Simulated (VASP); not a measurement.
# ZrS2 (P-3m1) in VASP: notebook

Runs on ZrS2. Level: PBE. Tasks: single point, relaxation of the atoms.

All numbers are computed with VASP 6.6.1; they aren't measurements. Logs are shortened: lines on timing, memory, paths and dates and some standing lists are left out, and cuts for length are marked.

## Step 1: The cell of the first run

The structure is trigonal, space group P-3m1 (No. 164). The conventional cell has a = 3.686 Å, b = 3.686 Å, c = 6.956 Å, α = 90.00°, β = 90.00°, γ = 120.00°. Within 3.4 Å of Zr (site symmetry -3m) lie 6 S at 2.57 Å. S (site symmetry 3m) has 3 Zr at 2.57 Å within 3.4 Å.

## Step 2: Single point, PBE (volume scaled by 1.03, then relaxed in part)

Input file INCAR:

```
ALGO = Normal
EDIFF = 1E-6
ENCUT = 500
GGA = PE
GGA_COMPAT = F
ISIF = 2
ISMEAR = 0
LASPH = T
LCHARG = F
LREAL = F
LWAVE = F
NBANDS = 19
NELM = 120
PREC = Accurate
SIGMA = 0.02
```

Input file KPOINTS:

```
k-points
0
Gamma
  12 12 4
```

Input file POSCAR:

```
ZrS2
1.0
    3.6863720347      0.0000000000      0.0000000000
   -1.8431860174      3.1924918299      0.0000000000
    0.0000000000      0.0000000000      6.9562514733
Zr S
1 2
Direct
    0.0000000000      0.0000000000      0.0000000000
    0.6666666667      0.3333333333      0.7918586409
    0.3333333333      0.6666666667      0.2081413591
```

Potentials or basis: VASP PAW PBE potentials, release 64 (Zr_sv, S).

Started as:

```console
cat potpaw_PBE.64/Zr_sv/POTCAR potpaw_PBE.64/S/POTCAR > POTCAR
mpirun -np 1 vasp_std > vasp.out
```

OUTCAR:

```text
EDIFF = 1E-6
   ENCUT = 500
   GGA = PE
   ISIF = 2
   ISMEAR = 0
   LASPH = T
   LREAL = F
   NELM = 120
   PREC = Accurate

 ion  position               nearest neighbor table
   1  0.000  0.000  0.000-   2 2.57   3 2.57   2 2.57   3 2.57   2 2.57   3 2.57
   2  0.667  0.333  0.792-   1 2.57   1 2.57   1 2.57
   3  0.333  0.667  0.208-   1 2.57   1 2.57   1 2.57

  LATTYP: Found a hexagonal cell.
 ALAT       =     3.6863720347
 C/A-ratio  =     1.8870182954

  Lattice vectors:

 A1 = (   3.6863720347,   0.0000000000,   0.0000000000)
 A2 = (  -1.8431860174,   3.1924918299,   0.0000000000)
 A3 = (   0.0000000000,   0.0000000000,   6.9562514733)

Analysis of symmetry for initial positions (statically):
=====================================================================
 Subroutine PRICEL returns:
 Original cell was already a primitive cell.

 Routine SETGRP: Setting up the symmetry group for a
 hexagonal supercell.

 Subroutine GETGRP returns: Found 12 space group operations
 (whereof 12 operations were pure point group operations)
 out of a pool of 24 trial point group operations.

The static configuration has the point symmetry D_3d.

Analysis of symmetry for dynamics (positions and initial velocities):
=====================================================================
 Subroutine PRICEL returns:
 Original cell was already a primitive cell.

 Routine SETGRP: Setting up the symmetry group for a
 hexagonal supercell.

 Subroutine GETGRP returns: Found 12 space group operations
 (whereof 12 operations were pure point group operations)
 out of a pool of 24 trial point group operations.

The dynamic configuration has the point symmetry D_3d.

 Subroutine INISYM returns: Found 12 space group operations
 (whereof 12 operations are pure point group operations),
 and found     1 'primitive' translations

----------------------------------------------------------------------------------------

                                     Primitive cell

  volume of cell :      81.8661

  direct lattice vectors                    reciprocal lattice vectors
     3.686372035  0.000000000  0.000000000     0.271269419  0.156617472  0.000000000
    -1.843186017  3.192491830  0.000000000     0.000000000  0.313234944  0.000000000
     0.000000000  0.000000000  6.956251473     0.000000000  0.000000000  0.143755585

  length of vectors
     3.686372035  3.686372035  6.956251473     0.313234944  0.313234944  0.143755585

  position of ions in fractional coordinates (direct lattice)
     0.000000000  0.000000000  0.000000000
     0.666666667  0.333333333  0.791858641
     0.333333333  0.666666667  0.208141359

  ion indices of the primitive-cell ions
   primitive index   ion index
                 1           1
                 2           2
                 3           3

----------------------------------------------------------------------------------------

 KPOINTS: k-points

Automatic generation of k-mesh.
 Grid dimensions read from file:
 generate k-points for:   12   12    4

 Generating k-lattice:

  Cartesian coordinates                     Fractional coordinates (reciprocal lattice)
     0.022605785  0.013051456  0.000000000     0.083333333  0.000000000  0.000000000
     0.000000000  0.026102912  0.000000000     0.000000000  0.083333333  0.000000000
     0.000000000  0.000000000  0.035938896     0.000000000  0.000000000  0.250000000

  Length of vectors
     0.026102912  0.026102912  0.035938896

  Shift w.r.t. Gamma in fractional coordinates (k-lattice)
     0.000000000  0.000000000  0.000000000

 Subroutine IBZKPT returns following result:
 ===========================================

 Found     69 irreducible k-points:

 Following reciprocal coordinates:
            Coordinates               Weight
  0.000000  0.000000  0.000000      1.000000
  0.083333  0.000000  0.000000      6.000000
  0.166667  0.000000  0.000000      6.000000
  0.250000  0.000000  0.000000      6.000000
  0.333333  0.000000  0.000000      6.000000
  0.416667  0.000000  0.000000      6.000000
[... 16 lines left out ...]
  0.166667  0.000000  0.250000      6.000000
  0.000000  0.166667  0.250000      6.000000
 [... further k-points ...]
   k-points           NKPTS =     69   k-points in BZ     NKDIM =     69   number of bands    NBANDS=     19
   number of dos      NEDOS =    301   number of ions     NIONS =      3
   total plane-waves  NPLWV =  42336
   dimension x,y,z NGX =    28 NGY =   28 NGZ =   54
   dimension x,y,z NGXF=    56 NGYF=   56 NGZF=  108
   ions per type =               1   2
   NGX,Y,Z   is equivalent  to a cutoff of  12.63, 12.63, 12.91 a.u.
   NGXF,Y,Z  is equivalent  to a cutoff of  25.25, 25.25, 25.81 a.u.
 SYSTEM =  unknown system
   PREC   = accura    normal or accurate (medium, high low for compatibility)
   ISTART =      0    job   : 0-new  1-cont  2-samecut
   ICHARG =      2    charge: 1-file 2-atom 10-const
   ISPIN  =      1    spin polarized calculation?
   LNONCOLLINEAR =      F non collinear calculations
   LSORBIT =      F    spin-orbit coupling
   LASPH  =      T    aspherical Exc in radial PAW
   ENCUT  =  500.0 eV  36.75 Ry    6.06 a.u.   6.72  6.72 12.68*2*pi/ulx,y,z
   NELM   =    120;   NELMIN=  2; NELMDL= -5     # of ELM steps
   EDIFF  = 0.1E-05   stopping-criterion for ELM
   LREAL  =      F    real-space projection
   EDIFFG = 0.1E-04   stopping-criterion for IOM
   NSW    =      0    number of steps for IOM
   IBRION =     -1    ionic relax: 0-MD 1-quasi-New 2-CG
   NFREE  =      0    steps in history (QN), initial steepest desc. (CG)
   ISIF   =      2    stress and relaxation
   ISYM   =      2    0-nonsym 1-usesym 2-fastsym
   POTIM  = 0.5000    time-step for ionic-motion
   TEBEG  =    0.0;   TEEND  =   0.0 temperature during run
   PSTRESS=    0.0 pullay stress
   NELECT =      24.0000    total number of electrons
   NUPDOWN=      -1.0000    fix difference up-down
   EMIN   =  10.00;   EMAX   =-10.00  energy-range for DOS
   EFERMI =   0.00;   METHOD = LEGACY
   ISMEAR =     0;   SIGMA  =   0.02  broadening in eV -4-tet -1-fermi 0-gaus
   EFERMI_NEDOS =   21; number of points for ismear=-14 and -15
   IALGO  =     38    algorithm
   IMIX   =      4    mixing-type and parameters
     AMIX     =   0.40;   BMIX     =  1.00
     AMIX_MAG =   1.60;   BMIX_MAG =  1.00
  volume/ion in A,a.u.               =      27.29       184.15
  Fermi-wavevector in a.u.,A,eV,Ry     =   1.087536  2.055146 16.092095  1.182736
  Thomas-Fermi vector in A             =   2.223698
   LORBIT       =      0    0 simple, 1 ext, 2 COOP (PROOUT), +10 PAW based schemes
   GGA     = PE    functional components
   LHFCALC =     F    Hartree Fock is set to
   AEXX    =    0.0000 exact exchange contribution
   IVDW    =     0    specifies the selected vdW correction
   LEPSILON=     F    determine dielectric tensor
   LRPA    =     F    only Hartree local field effects (RPA)
 non-spin polarized calculation
 Gauss-broadening in eV      SIGMA  =   0.02
  energy-cutoff  :      500.00
  volume of cell :       81.87
 maximum number of plane-waves:      2102
 NGX is ok and might be reduce to    28
   NGX = 13   NGY = 13   NGZ = 25

 number of electron      24.0000001 magnetization

 Free energy of the ion-electron system (eV)
  ---------------------------------------------------
  ext. energy  EPLUGINS =         0.00000000
  ---------------------------------------------------
  free energy    TOTEN  =       -21.44242730 eV

  energy without entropy =      -21.44242730  energy(sigma->0) =      -21.44242730

 E-fermi :   2.8166     XC(G=0):  -8.4628

 val. band max:        2.6588974261   @ k =   0.0000   0.0000   0.0000
 cond. band min:       3.8080556696   @ k =   0.5000   0.0000   0.5000
 fundamental gap:      1.1491582435
 Fermi energy:         2.8166454628

 k-point     1 :       0.0000    0.0000    0.0000
  band No.  band energies     occupation
      1     -46.2350      2.00000
      2     -24.2885      2.00000
      3     -24.1398      2.00000
      4     -24.1398      2.00000
      5      -9.6964      2.00000
      6      -8.5172      2.00000
[... 11 lines left out ...]
     18       8.1852      0.00000
     19       8.8459      0.00000

 k-point     2 :       0.0833    0.0000    0.0000
  band No.  band energies     occupation
      1     -46.2338      2.00000
      2     -24.2849      2.00000
      3     -24.1568      2.00000
      4     -24.1435      2.00000
      5      -9.6272      2.00000
      6      -8.5293      2.00000
[... 11 lines left out ...]
     18       8.4729      0.00000
     19       9.3717      0.00000

 k-point     3 :       0.1667    0.0000    0.0000
  band No.  band energies     occupation
      1     -46.2306      2.00000
      2     -24.2751      2.00000
      3     -24.2026      2.00000
      4     -24.1534      2.00000
      5      -9.4349      2.00000
      6      -8.5608      2.00000
[... 11 lines left out ...]
     18       9.1691      0.00000
     19      10.2636      0.00000

 k-point     4 :       0.2500    0.0000    0.0000
  band No.  band energies     occupation
      1     -46.2262      2.00000
      2     -24.2684      2.00000
      3     -24.2576      2.00000
      4     -24.1669      2.00000
      5      -9.1684      2.00000
      6      -8.5930      2.00000
[... 11 lines left out ...]
     18       9.8639      0.00000
     19      10.7354      0.00000

 k-point     5 :       0.3333    0.0000    0.0000
  band No.  band energies     occupation
      1     -46.2218      2.00000
      2     -24.3262      2.00000
      3     -24.2472      2.00000
      4     -24.1803      2.00000
      5      -8.9353      2.00000
      6      -8.5696      2.00000
[... 11 lines left out ...]
     18       9.9177      0.00000
     19      10.7952      0.00000

 k-point     6 :       0.4167    0.0000    0.0000
  band No.  band energies     occupation
      1     -46.2186      2.00000
      2     -24.3701      2.00000
      3     -24.2374      2.00000
      4     -24.1901      2.00000
      5      -8.8582      2.00000
      6      -8.4398      2.00000
[... 11 lines left out ...]
     18       9.5925      0.00000
     19      10.2641      0.00000

 k-point     7 :       0.5000    0.0000    0.0000
  band No.  band energies     occupation
      1     -46.2174      2.00000
      2     -24.3861      2.00000
      3     -24.2337      2.00000
      4     -24.1937      2.00000
      5      -8.8522      2.00000
      6      -8.3649      2.00000
[... 11 lines left out ...]
     18       9.2688      0.00000
     19      10.2582      0.00000

 k-point     8 :       0.0833    0.0833    0.0000
  band No.  band energies     occupation
      1     -46.2316      2.00000
      2     -24.2782      2.00000
      3     -24.1873      2.00000
      4     -24.1511      2.00000
      5      -9.4962      2.00000
      6      -8.5514      2.00000
[... 256 lines left out ...]
 k-point    20 :       0.0000    0.0000    0.2500
  band No.  band energies     occupation
      1     -46.2350      2.00000
      2     -24.2885      2.00000
      3     -24.1398      2.00000
      4     -24.1398      2.00000
      5      -9.6805      2.00000
      6      -8.5433      2.00000
[... 11 lines left out ...]
     18       8.6283      0.00000
     19       8.9091      0.00000

 k-point    21 :       0.0833    0.0000    0.2500
  band No.  band energies     occupation
      1     -46.2338      2.00000
      2     -24.2849      2.00000
      3     -24.1568      2.00000
      4     -24.1435      2.00000
      5      -9.6115      2.00000
      6      -8.5543      2.00000
[... 11 lines left out ...]
     18       8.8999      0.00000
     19       9.4065      0.00000

 k-point    22 :       0.0000    0.0833    0.2500
  band No.  band energies     occupation
      1     -46.2338      2.00000
      2     -24.2849      2.00000
      3     -24.1568      2.00000
      4     -24.1435      2.00000
      5      -9.6117      2.00000
      6      -8.5539      2.00000
[... 11 lines left out ...]
     18       8.9044      0.00000
     19       9.4561      0.00000

 k-point    23 :       0.1667    0.0000    0.2500
  band No.  band energies     occupation
      1     -46.2306      2.00000
      2     -24.2751      2.00000
      3     -24.2026      2.00000
      4     -24.1534      2.00000
      5      -9.4188      2.00000
      6      -8.5838      2.00000
[... 11 lines left out ...]
     18       9.5038      0.00000
     19      10.2661      0.00000

 k-point    24 :       0.0000    0.1667    0.2500
  band No.  band energies     occupation
      1     -46.2306      2.00000
      2     -24.2751      2.00000
      3     -24.2026      2.00000
      4     -24.1534      2.00000
      5      -9.4208      2.00000
      6      -8.5806      2.00000
[... 11 lines left out ...]
     18       9.6176      0.00000
     19      10.3335      0.00000

 [... further k-points ...]
[... 5 lines left out ...]
  --------------------------------------------------------------------------------------
  -------------------------------------------------------------------------------------
  Total       -0.0465053     -0.0465053     -0.0197046      0.0000000      0.0000000      0.0000000
  in kB       -0.9101416     -0.9101416     -0.3856323      0.0000000      0.0000000      0.0000000
  external PRESSURE =      -0.7353052 kB  Pullay stress =       0.0000000 kB

 VOLUME and BASIS-vectors are now :
 -----------------------------------------------------------------------------
  energy-cutoff  :      500.00
  volume of cell :       81.87
      direct lattice vectors                 reciprocal lattice vectors
     3.686372035  0.000000000  0.000000000     0.271269419  0.156617472  0.000000000
    -1.843186017  3.192491830  0.000000000     0.000000000  0.313234944  0.000000000
     0.000000000  0.000000000  6.956251473     0.000000000  0.000000000  0.143755585

 POSITION                                       TOTAL-FORCE (eV/Angst)
 -----------------------------------------------------------------------------------
      0.00000      0.00000      0.00000         0.000000      0.000000      0.000000
      1.84319      1.06416      5.50837         0.000000      0.000000     -0.008600
     -0.00000      2.12833      1.44788        -0.000000     -0.000000      0.008600
 -----------------------------------------------------------------------------------
    total drift:                               -0.000000      0.000000      0.000000

  FREE ENERGIE OF THE ION-ELECTRON SYSTEM (eV)
  ---------------------------------------------------
  free  energy   TOTEN  =       -21.4424273050 eV

  energy  without entropy=      -21.4424273050  energy(sigma->0) =      -21.44242730
```

Wall time 54 s (1 thread of Intel Xeon Platinum 8559C (Emerald Rapids), shared host); peak memory 0.25 GiB.

Results:

```yaml
Free_energy: -21.4424 eV
Pressure: -0.1 GPa
Largest_force: 0.009 eV/Å
Band_gap_on_the_k_mesh: 1.15 eV, indirect (least direct gap 1.69 eV)
```

Forces on the atoms (eV/Å):
```
Zr   0.000  0.000  0.000
S    0.000  0.000 -0.009
S    0.000  0.000  0.009
```

Caveat: this functional lacks dispersion, which binds the layers, so the pressure and a relaxed spacing across them are unreliable. A k mesh can miss the band edges.

(Part 1 of 3 ends here.)
